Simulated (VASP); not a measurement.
# CaSe (Fm-3m) in VASP: single point with PBE

Aim: the single point of CaSe with PBE.

All numbers are computed with VASP 6.6.1; they aren't measurements. Logs are shortened: lines on timing, memory, paths and dates and some standing lists are left out, and cuts for length are marked.

### 1 The cell of the first run

The structure is cubic, space group Fm-3m (No. 225). Conventional cell: a = 5.912 Å, b = 5.912 Å, c = 5.912 Å, α = 90.00°, β = 90.00°, γ = 90.00°. Within 3.9 Å of Ca (site symmetry m-3m) lie 6 Se at 2.96 Å. Within 3.9 Å of Se (site symmetry m-3m) lie 6 Ca at 2.96 Å.

### 2 Single point, PBE, non-collinear spin, zero start, spin-orbit coupling

File INCAR:

```
ALGO     = Normal         # electronic algorithm
EDIFF    = 1E-6           # SCF threshold, eV
ENCUT    = 520            # plane-wave cutoff, eV
GGA      = PE             # functional
GGA_COMPAT= F            
ISIF     = 2              # what is computed and relaxed
ISMEAR   = -1             # smearing method
LASPH    = T              # aspherical terms in the spheres
LCHARG   = F              # write CHGCAR
LNONCOLLINEAR= T              # non-collinear magnetism
LORBIT   = 11             # projections on sites
LORBMOM  = T            
LREAL    = F              # projectors in reciprocal space
LSORBIT  = T              # spin-orbit coupling
LWAVE    = F              # write WAVECAR
MAGMOM   = 0 0 0 0 0 0    # initial moments
NBANDS   = 28             # bands
NELM     = 150            # most SCF steps
PREC     = Accurate       # precision mode
SIGMA    = 0.01           # smearing width, eV
```

File KPOINTS:

```
k-points
0
Gamma
  7 7 7
```

File POSCAR:

```
CaSe
1.0
    0.0000000000      2.9560000000      2.9560000000
    2.9560000000      0.0000000000      2.9560000000
    2.9560000000      2.9560000000      0.0000000000
Ca Se
1 1
Direct
    0.0000000000      0.0000000000      0.0000000000
    0.5000000000      0.5000000000      0.5000000000
```

Potentials or basis: VASP PAW PBE potentials, release 64 (Ca_sv, Se).

Run with:

```sh
> cat potpaw_PBE.64/Ca_sv/POTCAR potpaw_PBE.64/Se/POTCAR > POTCAR
> mpirun -np 1 vasp_ncl > vasp.out
```

OUTCAR:

```text
EDIFF = 1E-6
   ENCUT = 520
   GGA = PE
   ISIF = 2
   ISMEAR = -1
   LASPH = T
   LNONCOLLINEAR = T
   LORBIT = 11
   LREAL = F
   LSORBIT = T
   NELM = 150
   PREC = Accurate

 ion  position               nearest neighbor table
   1  0.000  0.000  0.000-   2 2.96   2 2.96   2 2.96   2 2.96   2 2.96   2 2.96
   2  0.500  0.500  0.500-   1 2.96   1 2.96   1 2.96   1 2.96   1 2.96   1 2.96

  LATTYP: Found a face centered cubic cell.
 ALAT       =     5.9120000000

  Lattice vectors:

 A1 = (   0.0000000000,   2.9560000000,   2.9560000000)
 A2 = (   2.9560000000,   0.0000000000,   2.9560000000)
 A3 = (   2.9560000000,   2.9560000000,   0.0000000000)

Analysis of symmetry for initial positions (statically):
=====================================================================
 Subroutine PRICEL returns:
 Original cell was already a primitive cell.

 Routine SETGRP: Setting up the symmetry group for a
 face centered cubic supercell.

 Subroutine GETGRP returns: Found 48 space group operations
 (whereof 48 operations were pure point group operations)
 out of a pool of 48 trial point group operations.

The static configuration has the point symmetry O_h .

Analysis of symmetry for dynamics (positions and initial velocities):
=====================================================================
 Subroutine PRICEL returns:
 Original cell was already a primitive cell.

 Routine SETGRP: Setting up the symmetry group for a
 face centered cubic supercell.

 Subroutine GETGRP returns: Found 48 space group operations
 (whereof 48 operations were pure point group operations)
 out of a pool of 48 trial point group operations.

The dynamic configuration has the point symmetry O_h .

Analysis of structural, dynamic, and magnetic symmetry:
=====================================================================
 Subroutine PRICEL returns:
 Original cell was already a primitive cell.

 Routine SETGRP: Setting up the symmetry group for a
 face centered cubic supercell.

 Subroutine GETGRP returns: Found 48 space group operations
 (whereof 48 operations were pure point group operations)
 out of a pool of 48 trial point group operations.

The overall configuration has the point symmetry O_h .

 Subroutine INISYM returns: Found 48 space group operations
[... 792 lines left out ...]
      0.00000      0.00000      0.00000        -0.000000      0.000000     -0.000000
      2.95600      2.95600      2.95600         0.000000      0.000000      0.000000
 -----------------------------------------------------------------------------------
    total drift:                                0.000000     -0.000000     -0.000000

  FREE ENERGIE OF THE ION-ELECTRON SYSTEM (eV)
  ---------------------------------------------------
  free  energy   TOTEN  =        -9.5004865357 eV

  energy  without entropy=       -9.5004865357  energy(sigma->0) =       -9.50048654

 orbital moment (x)

 # of ion     p       d       tot
 ----------------------------------------
  1         0.000   0.000   0.000
  2         0.000   0.000   0.000
 ----------------------------------------
            0.000   0.000   0.000

 orbital moment (y)

 # of ion     p       d       tot
 ----------------------------------------
  1         0.000   0.000   0.000
  2         0.000  -0.000  -0.000
 ----------------------------------------
            0.000   0.000   0.000

 orbital moment (z)

 # of ion     p       d       tot
 ----------------------------------------
  1        -0.000   0.000   0.000
  2         0.000  -0.000  -0.000
 ----------------------------------------
           -0.000   0.000   0.000

 Spin-Orbit-Coupling matrix elements

 Ion:    1  E_soc:     -0.0060117
 l=   1
     0.0000000    -0.0009903    -0.0009903
    -0.0009903     0.0000000    -0.0009903
    -0.0009903    -0.0009903     0.0000000
 l=   2
     0.0000000     0.0000012     0.0000000     0.0000012    -0.0000129
     0.0000012     0.0000000    -0.0000097     0.0000012    -0.0000032
     0.0000000    -0.0000097     0.0000000    -0.0000097     0.0000000
     0.0000012     0.0000012    -0.0000097     0.0000000    -0.0000032
    -0.0000129    -0.0000032     0.0000000    -0.0000032     0.0000000
 l=   3
     0.0000000     0.0000000     0.0000000     0.0000000     0.0000000     0.0000000     0.0000000
     0.0000000     0.0000000     0.0000000     0.0000000     0.0000000     0.0000000     0.0000000
     0.0000000     0.0000000     0.0000000     0.0000000     0.0000000     0.0000000     0.0000000
     0.0000000     0.0000000     0.0000000     0.0000000     0.0000000     0.0000000     0.0000000
     0.0000000     0.0000000     0.0000000     0.0000000     0.0000000     0.0000000     0.0000000
     0.0000000     0.0000000     0.0000000     0.0000000     0.0000000     0.0000000     0.0000000
     0.0000000     0.0000000     0.0000000     0.0000000     0.0000000     0.0000000     0.0000000

 Ion:    2  E_soc:     -0.0355449
 l=   1
     0.0000000    -0.0059238    -0.0059238
    -0.0059238     0.0000000    -0.0059238
    -0.0059238    -0.0059238     0.0000000
 l=   2
     0.0000000    -0.0000004     0.0000000    -0.0000004     0.0000001
    -0.0000004     0.0000000     0.0000000    -0.0000004     0.0000000
     0.0000000     0.0000000     0.0000000     0.0000000     0.0000000
    -0.0000004    -0.0000004     0.0000000     0.0000000     0.0000000
     0.0000001     0.0000000     0.0000000     0.0000000     0.0000000
 l=   3
     0.0000000     0.0000000     0.0000000     0.0000000     0.0000000     0.0000000     0.0000000
     0.0000000     0.0000000     0.0000000     0.0000000     0.0000000     0.0000000     0.0000000
     0.0000000     0.0000000     0.0000000     0.0000000     0.0000000     0.0000000     0.0000000
     0.0000000     0.0000000     0.0000000     0.0000000     0.0000000     0.0000000     0.0000000
     0.0000000     0.0000000     0.0000000     0.0000000     0.0000000     0.0000000     0.0000000
     0.0000000     0.0000000     0.0000000     0.0000000     0.0000000     0.0000000     0.0000000
     0.0000000     0.0000000     0.0000000     0.0000000     0.0000000     0.0000000     0.0000000

 total charge

# of ion       s       p       d       tot
------------------------------------------
    1        2.033   5.853   0.241   8.127
    2        1.430   2.495   0.005   3.931
--------------------------------------------------
tot          3.463   8.348   0.246  12.057

 magnetization (x)

# of ion       s       p       d       tot
------------------------------------------
    1       -0.000   0.000  -0.000  -0.000
    2        0.000   0.000   0.000   0.000
--------------------------------------------------
tot         -0.000   0.000  -0.000  -0.000

 magnetization (y)

# of ion       s       p       d       tot
------------------------------------------
    1       -0.000   0.000   0.000  -0.000
    2        0.000   0.000   0.000   0.000
--------------------------------------------------
tot         -0.000   0.000   0.000  -0.000

 magnetization (z)

# of ion       s       p       d       tot
------------------------------------------
    1       -0.000   0.000  -0.000  -0.000
    2        0.000  -0.000   0.000  -0.000
--------------------------------------------------
tot         -0.000   0.000  -0.000  -0.000
```

Run time: 65 s. Hardware: 1 thread of Intel Xeon Platinum 8259CL at 2.50GHz (Skylake/Cascade Lake), shared host; peak memory 0.32 GiB.

What came out:

```
Free energy                                           : -9.5005 eV
Pressure                                              : 1.4 GPa
Net moment                                            : 0.00 μB per cell
Valence electrons inside the program's atomic spheres : Ca 8.13; Se 3.93
```

Moments on the atoms (μB; x, y, z):
```
Ca  0.00 0.00 0.00
Se  0.00 0.00 0.00
```
